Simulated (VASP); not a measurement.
Wanted: the native input for a VASP 6.6.1 run.

```yaml
Task: single point
Functional: r2SCAN
Potentials_or_basis: VASP PAW PBE potentials, release 64 (Co)
Cutoff: 520 eV
k_mesh: 6 × 12 × 12
Occupations: fermi-dirac, width 0.1 eV
Spin: collinear spin
Starting_moments: "[0.0, 3.0] μB"
Dipole_correction: no
Further_INCAR_settings: ALGO = Normal; EDIFF = 1e-07; NBANDS = 20
```

The system is Co.

```
CELL_PARAMETERS angstrom
0.00000 3.59000 3.59000
1.79500 0.00000 1.79500
1.79500 1.79500 0.00000
ATOMIC_POSITIONS crystal
Co 0.00000 0.00000 0.00000
Co 0.50000 0.00000 0.00000
```

This isn't the form of Co at room conditions, which is hcp.

These files were run (other wordings do the same):

POSCAR

```
Co
1.0
    0.0000000000      3.5900000000      3.5900000000
    1.7950000000      0.0000000000      1.7950000000
    1.7950000000      1.7950000000      0.0000000000
Co
2
Direct
    0.0000000000      0.0000000000      0.0000000000
    0.5000000000      0.0000000000      0.0000000000
```

INCAR.step1

```
PREC     = Accurate       # precision mode
ENCUT    = 520            # plane-wave cutoff, eV
ISMEAR   = -1             # smearing method
SIGMA    = 0.1            # smearing width, eV
LREAL    = F              # projectors in reciprocal space
LASPH    = T              # aspherical terms in the spheres
NELM     = 150            # most SCF steps
ISPIN    = 2              # spin polarisation
MAGMOM   = 0 3            # initial moments
LMAXMIX  = 4              # l up to which the mixer works
NBANDS   = 20             # bands
GGA      = PE             # functional
ALGO     = Normal         # electronic algorithm
EDIFF    = 1E-4           # SCF threshold, eV
LWAVE    = T              # write WAVECAR
LCHARG   = F              # write CHGCAR
```

INCAR.step2

```
PREC     = Accurate       # precision mode
ENCUT    = 520            # plane-wave cutoff, eV
EDIFF    = 1E-7           # SCF threshold, eV
ISMEAR   = -1             # smearing method
SIGMA    = 0.1            # smearing width, eV
LREAL    = F              # projectors in reciprocal space
LASPH    = T              # aspherical terms in the spheres
NELM     = 150            # most SCF steps
ALGO     = Normal         # electronic algorithm
ISIF     = 2              # what is computed and relaxed
LWAVE    = F              # write WAVECAR
LCHARG   = T              # write CHGCAR
ISPIN    = 2              # spin polarisation
MAGMOM   = 0 3            # initial moments
LORBIT   = 11             # projections on sites
LMAXMIX  = 4              # l up to which the mixer works
METAGGA  = R2SCAN         # meta-GGA
LMIXTAU  = T            
LELF     = T              # ELF
LVHAR    = T            
NBANDS   = 20             # bands
ISTART   = 1
```

KPOINTS

```
Automatic mesh
0
Gamma
  6 12 12
```

Potentials or basis: VASP PAW PBE potentials, release 64 (Co).

Launch:

```sh
$ cat potpaw_PBE.64/Co/POTCAR > POTCAR
$ cp INCAR.step1 INCAR
$ mpirun -np 1 vasp_std > vasp.out
$ cp INCAR.step2 INCAR
$ mpirun -np 1 vasp_std > vasp.out
```

It gave:

```json
{
 "Pressure": "-12.2 GPa",
 "Net moment": "3.65 μB per cell",
 "Site moments": "Co +1.90 μB",
 "Valence electrons inside the program's atomic spheres": "Co 8.18"
}
```

Caveat: the cell stands under tension; the PAW data sets were made with another functional, which shifts forces and pressure a little.

Wall time 2.8 min on 1 thread of Intel(R) Xeon(R) 6975P-C (Granite Rapids) (shared host), peak memory 0.2 GiB.
